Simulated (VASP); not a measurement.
Set up this calculation in VASP 6.6.1, as the native input.

| Quantity | Value |
| --- | --- |
| Task | electric field gradients |
| Functional | PBE |
| Potentials or basis | VASP PAW PBE potentials, release 64 (Cs_sv, Cl) |
| Cutoff | 400 eV |
| k mesh | 6 × 6 × 6 |
| Occupations | fermi-dirac, width 0.03 eV |
| Spin | no spin polarisation |
| Dipole correction | no |
| Further INCAR settings | ALGO = Normal; EDIFF = 1e-08; NBANDS = 15 |

The structure of CsCl lies in POSCAR:

```
CsCl
1.0
    4.0531051414      0.0000000000      0.0000000000
    0.0000000000      4.0531051414      0.0000000000
    0.0000000000      0.0000000000      4.0531051414
Cs Cl
1 1
Direct
    0.0000000000      0.0000000000      0.0000000000
    0.5000000000      0.5000000000      0.5000000000
```

This cell differs from its parent crystal: volume scaled by 0.95.

One way to write it, as run:

INCAR

```
SYSTEM = CsCl
  ALGO = Normal
  EDIFF = 1E-8
  ENCUT = 400
  GGA = PE
  GGA_COMPAT = .FALSE.
  ISIF = 2
  ISMEAR = -1
  LASPH = .TRUE.
  LCHARG = .FALSE.
  LEFG = .TRUE.
  LREAL = .FALSE.
  LWAVE = .FALSE.
  NBANDS = 15
  NELM = 120
  PREC = Accurate
  SIGMA = 0.03
```

KPOINTS

```
k-points
0
G
  6 6 6
  0 0 0
```

Potentials or basis: VASP PAW PBE potentials, release 64 (Cs_sv, Cl).

Run with:

```console
$ cat potpaw_PBE.64/Cs_sv/POTCAR potpaw_PBE.64/Cl/POTCAR > POTCAR
$ mpirun -np 1 vasp_std > vasp.out
```

It gave:

| Property | Result |
| --- | --- |
| Pressure | 2.2 GPa |
| Band gap on the k mesh | 5.34 eV, direct |

Caveat: without QUAD_EFG the Cq values of the log hold for a quadrupole moment of 1 mb, not for the nuclei; spin-orbit coupling is left out, which moves the levels of the heavy elements.

Wall time 12 s on 1 thread of Intel(R) Xeon(R) Platinum 8259CL CPU @ 2.50GHz (Skylake/Cascade Lake) (shared host), peak memory 0.15 GiB.
